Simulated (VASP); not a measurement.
Crystal: BP.

```
CELL_PARAMETERS angstrom
0.00000 2.22268 2.22268
2.22268 0.00000 2.22268
2.22268 2.22268 0.00000
ATOMIC_POSITIONS crystal
P 0.75000 0.75000 0.75000
B 0.00000 0.00000 0.00000
```

Base run:

```yaml
Program: VASP 6.6.1
Functional: RPBE
Potentials_or_basis: VASP PAW PBE potentials, release 64 (P, B)
Cutoff: 520 eV
k_mesh: 10 × 10 × 10
Occupations: fermi-dirac, width 0.05 eV
Spin: no spin polarisation
```

Its results: band gap on the k mesh 1.16 eV (least direct gap 3.49 eV); pressure 15.2 GPa.

Task: The run is repeated on the same cell with these changes: functional from RPBE to BLYP; dispersion from none to D4. What comes out?

Result: Band gap on the k mesh 1.47 eV (least direct gap 3.69 eV); pressure 6.5 GPa.

Several settings changed at once.

Caveats: the cell stands under pressure; the PAW data sets were made with another functional, which shifts forces and pressure a little.

A k mesh can miss the band edges.
